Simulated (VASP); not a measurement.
Input of a VASP 6.6.1 run:

Contents of INCAR:

```
SYSTEM = SiO2
PREC = Accurate
ENCUT = 520
EDIFF = 1E-6
ISMEAR = 0
SIGMA = 0.05
LREAL = .False.
LASPH = .True.
NELM = 80
ALGO = Normal
ISIF = 2
LWAVE = .False.
LCHARG = .False.
GGA = PE
NBANDS = 25
```

The input KPOINTS:

```
Automatic mesh
0
Gamma
  6 6 8
  0 0 0
```

POSCAR

```
SiO2
1.0
    4.2358788266      0.0000000000      0.0000000000
    0.0000000000      4.1371828499      0.0000000000
    0.0000000000      0.0000000000      2.6897743046
Si O
2 4
Direct
    0.5000000000      0.5000000000      0.5000000000
    0.0000000000      0.0000000000      0.0000000000
    0.7395870220      0.6464385634      0.0000000000
    0.2395870220      0.8535614366      0.5000000000
    0.2604129780      0.3535614366      0.0000000000
    0.7604129780      0.1464385634      0.5000000000
```

Potentials or basis: VASP PAW PBE potentials, release 64 (Si, O).

The run is started by

```console
$ cat potpaw_PBE.64/Si/POTCAR potpaw_PBE.64/O/POTCAR > POTCAR
$ mpirun -np 1 vasp_std > vasp.out
```

(1) Estimate the pressure.

(2) What does it give for the largest force?

Results:

(1) 1.7 GPa.

(2) 1.354 eV/Å.

Caveat: the cell differs from its parent crystal (atoms displaced along a vibrational mode, the cell strained); the stress differs along the axes, from -13 to 17 GPa; forces of over 1 eV/Å act on the atoms, so gaps and moduli don't describe the material at rest.
